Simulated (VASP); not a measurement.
Here is a VASP 6.6.1 calculation.

POSCAR

```
RbBr
1.0
    5.8899870995      0.0000000000      0.0000000000
   -2.9449935497      5.1008784561      0.0000000000
    0.0000000000      0.0000000000      6.8697847830
Rb Br
2 2
Direct
    0.3333333333      0.6666666667      0.2500000000
    0.6666666667      0.3333333333      0.7500000000
    0.6666666667      0.3333333333      0.2500000000
    0.3333333333      0.6666666667      0.7500000000
```

File INCAR.step1:

```
PREC = Accurate ; ENCUT = 520
EDIFF = 1E-5 ; ISMEAR = 1
SIGMA = 0.001 ; LREAL = F
LASPH = T ; NELM = 60
ALGO = Normal ; ISIF = 2
LWAVE = T ; LCHARG = F
NBANDS = 24 ; GGA = PE
```

File INCAR.step2:

```
PREC = Accurate ; ENCUT = 520
EDIFF = 1E-6 ; ISMEAR = 1
SIGMA = 0.001 ; LREAL = F
LASPH = T ; NELM = 60
ALGO = Normal ; ISIF = 2
LWAVE = F ; LCHARG = F
GGA = PE ; LHFCALC = T
HFSCREEN = 0.2079 ; PRECFOCK = Normal
NBANDS = 24 ; ISTART = 1
```

KPOINTS

```
regular mesh
0
Gamma
  3 3 2
```

Potentials or basis: VASP PAW PBE potentials, release 64 (Rb_sv, Br).

Run with:

```sh
$ cat potpaw_PBE.64/Rb_sv/POTCAR potpaw_PBE.64/Br/POTCAR > POTCAR
$ cp INCAR.step1 INCAR
$ mpirun -np 1 vasp_std > vasp.out
$ cp INCAR.step2 INCAR
$ mpirun -np 1 vasp_std > vasp.out
```

Question: Predict the pressure.

Answer: 0.2 GPa.

Question: What does it give for the band gap on the k mesh?

Answer: 5.17 eV.

Stress tensor (GPa, compression positive):
```
0.13 0.00 0.00
0.00 0.13 0.00
0.00 0.00 0.29
```

Caveat: the k points lie up to 0.46 Å⁻¹ apart; the PAW data sets were made with another functional, which shifts forces and pressure a little.
